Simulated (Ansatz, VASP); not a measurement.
**Two plane-wave programs on Mo**

```xyz
5
Lattice="4.4701 0.0000 0.0000 -2.2351 3.8712 0.0000 0.0000 0.0000 19.6498" Properties=species:S:1:pos:R:3 pbc="T T T"
Mo    3.3526    0.6452    8.0000
Mo   -1.1175    3.2260    8.9124
Mo    1.1175    1.9356    9.8249
Mo    3.3526    0.6452   10.7374
Mo   -1.1175    3.2260   11.6498
```

Alike in both runs: task single point; functional PBE; k mesh 10 × 10 × 1; occupations fermi-dirac, width 0.1 eV; no spin polarisation.

|  | VASP | Ansatz |
| --- | --- | --- |
| version | VASP 6.6.1 | Ansatz 0.2.0 |
| potentials or method | VASP PAW PBE potentials, release 64 (Mo_sv) | PAW with Ansatz's default frozen-core files, scalar-relativistic |
| plane-wave cutoff (eV) | 520 | 420 |
| valence electrons in the cell | 70 | 70 |

|  | VASP | Ansatz | Ansatz less VASP |
| --- | --- | --- | --- |
| rms of the force components (eV/Å) | 1.017 | 1.024 | +0.0076 |

Atom by atom the forces differ by 0.008 eV/Å (rms over components). The functional is the same, so the differences come from potentials, cutoffs and numerics.
